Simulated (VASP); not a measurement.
# Sn (Fd-3m) in VASP: single point with LDA

Aim: the single point of Sn with LDA.

All numbers are computed with VASP 6.6.1; they aren't measurements. Logs are shortened: lines on timing, memory, paths and dates and some standing lists are left out, and cuts for length are marked.

## (1) The cell of the first run

It takes space group Fd-3m (No. 227, cubic). Conventional cell: a = 6.489 Å, b = 6.489 Å, c = 6.489 Å, α = 90.00°, β = 90.00°, γ = 90.00°. Sn (site symmetry -43m) has 4 Sn at 2.81 Å within 3.7 Å.

This isn't the form of Sn at room conditions, which is tetragonal (white tin).

## (2) Single point, LDA, non-collinear spin, zero start, spin-orbit coupling

INCAR

```
SYSTEM = Sn
PREC = Accurate ; ENCUT = 520
EDIFF = 1E-6 ; ISMEAR = 0
SIGMA = 0.01 ; LREAL = .False.
LASPH = .True. ; NELM = 150
ALGO = Fast ; ISIF = 2
LWAVE = .False. ; LCHARG = .False.
MAGMOM = 0 0 0 0 0 0 ; LORBIT = 11
LSORBIT = .True. ; GGA_COMPAT = .False.
LORBMOM = .True. ; NBANDS = 40
```

KPOINTS

```
Automatic mesh
0
Gamma
  12 12 12
  0 0 0
```

POSCAR

```
Sn
1.0
    0.0000000000      3.2445000000      3.2445000000
    3.2445000000      0.0000000000      3.2445000000
    3.2445000000      3.2445000000      0.0000000000
Sn
2
Direct
    0.0000000000      0.0000000000      0.0000000000
    0.2500000000      0.2500000000      0.2500000000
```

Potentials or basis: VASP PAW LDA potentials, release 64 (Sn_d).

Run with:

```
$ cat potpaw_LDA.64/Sn_d/POTCAR > POTCAR
$ mpirun -np 1 vasp_ncl > vasp.out
```

OUTCAR:

```text
SYSTEM = Sn
   PREC = Accurate
   ENCUT = 520
   EDIFF = 1E-6
   ISMEAR = 0
   LREAL = .False.
   LASPH = .True.
   NELM = 150
   ISIF = 2
   LORBIT = 11
   LSORBIT = .True.

 ion  position               nearest neighbor table
   1  0.000  0.000  0.000-   2 2.81   2 2.81   2 2.81   2 2.81
   2  0.250  0.250  0.250-   1 2.81   1 2.81   1 2.81   1 2.81

  LATTYP: Found a face centered cubic cell.
 ALAT       =     6.4890000000

  Lattice vectors:

 A1 = (   0.0000000000,   3.2445000000,   3.2445000000)
 A2 = (   3.2445000000,   0.0000000000,   3.2445000000)
 A3 = (   3.2445000000,   3.2445000000,   0.0000000000)

Analysis of symmetry for initial positions (statically):
=====================================================================
 Subroutine PRICEL returns:
 Original cell was already a primitive cell.

 Routine SETGRP: Setting up the symmetry group for a
 face centered cubic supercell.

 Subroutine GETGRP returns: Found 48 space group operations
 (whereof 24 operations were pure point group operations)
 out of a pool of 48 trial point group operations.

The static configuration has the point symmetry T_d .
 The point group associated with its full space group is O_h .

Analysis of symmetry for dynamics (positions and initial velocities):
=====================================================================
 Subroutine PRICEL returns:
 Original cell was already a primitive cell.

 Routine SETGRP: Setting up the symmetry group for a
 face centered cubic supercell.

 Subroutine GETGRP returns: Found 48 space group operations
 (whereof 24 operations were pure point group operations)
 out of a pool of 48 trial point group operations.

The dynamic configuration has the point symmetry T_d .
 The point group associated with its full space group is O_h .

Analysis of structural, dynamic, and magnetic symmetry:
=====================================================================
 Subroutine PRICEL returns:
 Original cell was already a primitive cell.

 Routine SETGRP: Setting up the symmetry group for a
 face centered cubic supercell.

 Subroutine GETGRP returns: Found 48 space group operations
 (whereof 24 operations were pure point group operations)
 out of a pool of 48 trial point group operations.

The overall configuration has the point symmetry T_d .
 The point group associated with its full space group is O_h .

 Subroutine INISYM returns: Found 48 space group operations
 (whereof 24 operations are pure point group operations),
 and found     1 'primitive' translations

----------------------------------------------------------------------------------------

                                     Primitive cell

  volume of cell :      68.3083

  direct lattice vectors                    reciprocal lattice vectors
     0.000000000  3.244500000  3.244500000    -0.154106950  0.154106950  0.154106950
     3.244500000  0.000000000  3.244500000     0.154106950 -0.154106950  0.154106950
     3.244500000  3.244500000  0.000000000     0.154106950  0.154106950 -0.154106950

  length of vectors
     4.588415903  4.588415903  4.588415903     0.266921068  0.266921068  0.266921068

  position of ions in fractional coordinates (direct lattice)
     0.000000000  0.000000000  0.000000000
     0.250000000  0.250000000  0.250000000

  ion indices of the primitive-cell ions
   primitive index   ion index
                 1           1
                 2           2

----------------------------------------------------------------------------------------

 KPOINTS: Automatic mesh

Automatic generation of k-mesh.
 Grid dimensions read from file:
 generate k-points for:   12   12   12

 Generating k-lattice:

  Cartesian coordinates                     Fractional coordinates (reciprocal lattice)
    -0.012842246  0.012842246  0.012842246     0.083333333  0.000000000  0.000000000
     0.012842246 -0.012842246  0.012842246     0.000000000  0.083333333  0.000000000
[... 102 lines left out ...]

 number of electron      28.0000002 magnetization       0.0000000     -0.0000000     -0.0000000

 Free energy of the ion-electron system (eV)
  ---------------------------------------------------
  ext. energy  EPLUGINS =         0.00000000
  ---------------------------------------------------
  free energy    TOTEN  =        -9.06205588 eV

  energy without entropy =       -9.06202466  energy(sigma->0) =       -9.06204027

 E-fermi :   5.3363     XC(G=0):  -9.1943

 val. band max:        5.3315241656   @ k =  -0.0833   0.0833   0.0000
 cond. band min:       5.4351811012   @ k =   0.3333   0.0000   0.0000
 fundamental gap:      0.1036569356
 Fermi energy:         5.3362938676

 k-point     1 :       0.0000    0.0000    0.0000
  band No.  band energies     occupation
      1     -16.7337      1.00000
      2     -16.7337      1.00000
      3     -16.7337      1.00000
      4     -16.7337      1.00000
      5     -16.6347      1.00000
      6     -16.6347      1.00000
[... 1021 lines left out ...]
     39      13.2299      0.00000
     40      13.2432      0.00000

 [... further k-points ...]

------------------------ aborting loop because EDIFF is reached ----------------------------------------

  FORCE on cell =-STRESS in cart. coord.  units (eV):
  Direction    XX          YY          ZZ          XY          YZ          ZX
  --------------------------------------------------------------------------------------
  -------------------------------------------------------------------------------------
  Total       -0.1287999     -0.1287999     -0.1287999      0.0000000      0.0000000      0.0000000
  in kB       -3.0210135     -3.0210135     -3.0210135      0.0000000      0.0000000      0.0000000
  external PRESSURE =      -3.0210135 kB  Pullay stress =       0.0000000 kB

 VOLUME and BASIS-vectors are now :
 -----------------------------------------------------------------------------
  energy-cutoff  :      520.00
  volume of cell :       68.31
      direct lattice vectors                 reciprocal lattice vectors
     0.000000000  3.244500000  3.244500000    -0.154106950  0.154106950  0.154106950
     3.244500000  0.000000000  3.244500000     0.154106950 -0.154106950  0.154106950
     3.244500000  3.244500000  0.000000000     0.154106950  0.154106950 -0.154106950

 POSITION                                       TOTAL-FORCE (eV/Angst)
 -----------------------------------------------------------------------------------
      0.00000      0.00000      0.00000         0.000000      0.000000      0.000000
      1.62225      1.62225      1.62225        -0.000000     -0.000000     -0.000000
 -----------------------------------------------------------------------------------
    total drift:                                0.000000      0.000000      0.000000

  FREE ENERGIE OF THE ION-ELECTRON SYSTEM (eV)
  ---------------------------------------------------
  free  energy   TOTEN  =        -9.0620558766 eV

  energy  without entropy=       -9.0620246626  energy(sigma->0) =       -9.06204027

 orbital moment (x)

 # of ion     p       d       tot
 ----------------------------------------
  1        -0.000   0.000  -0.000
  2         0.000  -0.000   0.000
 ----------------------------------------
            0.000   0.000   0.000

 orbital moment (y)

 # of ion     p       d       tot
 ----------------------------------------
  1        -0.000   0.000  -0.000
  2         0.000   0.000   0.000
 ----------------------------------------
           -0.000   0.000  -0.000

 orbital moment (z)

 # of ion     p       d       tot
 ----------------------------------------
  1         0.000   0.000   0.000
  2         0.000   0.000   0.000
 ----------------------------------------
            0.000   0.000   0.000

 Spin-Orbit-Coupling matrix elements

 Ion:    1  E_soc:     -0.1211615
 l=   1
     0.0000000    -0.0137601    -0.0137601
    -0.0137601     0.0000000    -0.0137601
    -0.0137601    -0.0137601     0.0000000
 l=   2
     0.0000000    -0.0012791     0.0000000    -0.0012791    -0.0051544
    -0.0012791     0.0000000    -0.0038658    -0.0012791    -0.0012886
     0.0000000    -0.0038658     0.0000000    -0.0038658     0.0000000
    -0.0012791    -0.0012791    -0.0038658     0.0000000    -0.0012886
    -0.0051544    -0.0012886     0.0000000    -0.0012886     0.0000000
 l=   3
     0.0000000     0.0000000     0.0000000     0.0000000     0.0000000     0.0000000     0.0000000
     0.0000000     0.0000000     0.0000000     0.0000000     0.0000000     0.0000000     0.0000000
     0.0000000     0.0000000     0.0000000     0.0000000     0.0000000     0.0000000     0.0000000
     0.0000000     0.0000000     0.0000000     0.0000000     0.0000000     0.0000000     0.0000000
     0.0000000     0.0000000     0.0000000     0.0000000     0.0000000     0.0000000     0.0000000
     0.0000000     0.0000000     0.0000000     0.0000000     0.0000000     0.0000000     0.0000000
     0.0000000     0.0000000     0.0000000     0.0000000     0.0000000     0.0000000     0.0000000

 Ion:    2  E_soc:     -0.1211615
 l=   1
     0.0000000    -0.0137601    -0.0137601
    -0.0137601     0.0000000    -0.0137601
    -0.0137601    -0.0137601     0.0000000
 l=   2
     0.0000000    -0.0012791     0.0000000    -0.0012791    -0.0051544
    -0.0012791     0.0000000    -0.0038658    -0.0012791    -0.0012886
     0.0000000    -0.0038658     0.0000000    -0.0038658     0.0000000
    -0.0012791    -0.0012791    -0.0038658     0.0000000    -0.0012886
    -0.0051544    -0.0012886     0.0000000    -0.0012886     0.0000000
 l=   3
     0.0000000     0.0000000     0.0000000     0.0000000     0.0000000     0.0000000     0.0000000
     0.0000000     0.0000000     0.0000000     0.0000000     0.0000000     0.0000000     0.0000000
     0.0000000     0.0000000     0.0000000     0.0000000     0.0000000     0.0000000     0.0000000
     0.0000000     0.0000000     0.0000000     0.0000000     0.0000000     0.0000000     0.0000000
     0.0000000     0.0000000     0.0000000     0.0000000     0.0000000     0.0000000     0.0000000
     0.0000000     0.0000000     0.0000000     0.0000000     0.0000000     0.0000000     0.0000000
     0.0000000     0.0000000     0.0000000     0.0000000     0.0000000     0.0000000     0.0000000

 total charge

# of ion       s       p       d       tot
------------------------------------------
    1        1.179   1.216   9.968  12.362
    2        1.179   1.216   9.968  12.362
--------------------------------------------------
tot          2.358   2.431  19.935  24.724

 magnetization (x)

# of ion       s       p       d       tot
------------------------------------------
    1        0.000  -0.000   0.000  -0.000
    2       -0.000   0.000   0.000   0.000
--------------------------------------------------
tot         -0.000   0.000   0.000   0.000

 magnetization (y)

# of ion       s       p       d       tot
------------------------------------------
    1        0.000  -0.000  -0.000  -0.000
    2        0.000  -0.000  -0.000  -0.000
--------------------------------------------------
tot          0.000  -0.000  -0.000  -0.000

 magnetization (z)

# of ion       s       p       d       tot
------------------------------------------
    1        0.000  -0.000   0.000  -0.000
    2       -0.000  -0.000   0.000  -0.000
--------------------------------------------------
tot         -0.000  -0.000   0.000  -0.000
```

It took 4 min on 1 thread of Intel Xeon 6975P-C (Granite Rapids), shared host; peak memory 0.46 GiB.

Results:

| Property | Result |
| --- | --- |
| Free energy | -9.0621 eV |
| Pressure | -0.3 GPa |
| Net moment | 0.00 μB per cell |
| Valence electrons inside the program's atomic spheres | Sn 12.36 |

Moments on the atoms (μB; x, y, z):
```
Sn  0.00 0.00 0.00
Sn  0.00 0.00 0.00
```
